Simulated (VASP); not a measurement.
SiC:

```xyz
4
Lattice="3.1373 0.0000 0.0000 -1.5687 2.7170 0.0000 0.0000 0.0000 4.9327" Properties=species:S:1:pos:R:3 pbc="T T T"
Si    0.0000    1.8113    1.2332
Si    1.5687    0.9057    3.6995
C     1.5687    0.9057    1.2332
C     0.0000    1.8113    3.6995
```

Base run:

| Property | Result |
| --- | --- |
| Program | VASP 6.6.1 |
| Functional | r2SCAN |
| Potentials or basis | VASP PAW PBE potentials, release 64 (Si, C) |
| Cutoff | 520 eV |
| k mesh | 12 × 12 × 6 |
| Occupations | fermi-dirac, width 0.02 eV |
| Spin | no spin polarisation |

Its results: band gap on the k mesh 0.11 eV, indirect (least direct gap 1.87 eV); pressure -0.2 GPa.

Problem. The run is repeated on the same cell with these changes: k mesh from 12 × 12 × 6 to 9 × 9 × 4. What comes out?

Solution. Band gap on the k mesh 0.18 eV, indirect (least direct gap 1.88 eV); pressure -0.2 GPa.

Caveats: the PAW data sets were made with another functional, which shifts forces and pressure a little.

A k mesh can miss the band edges.
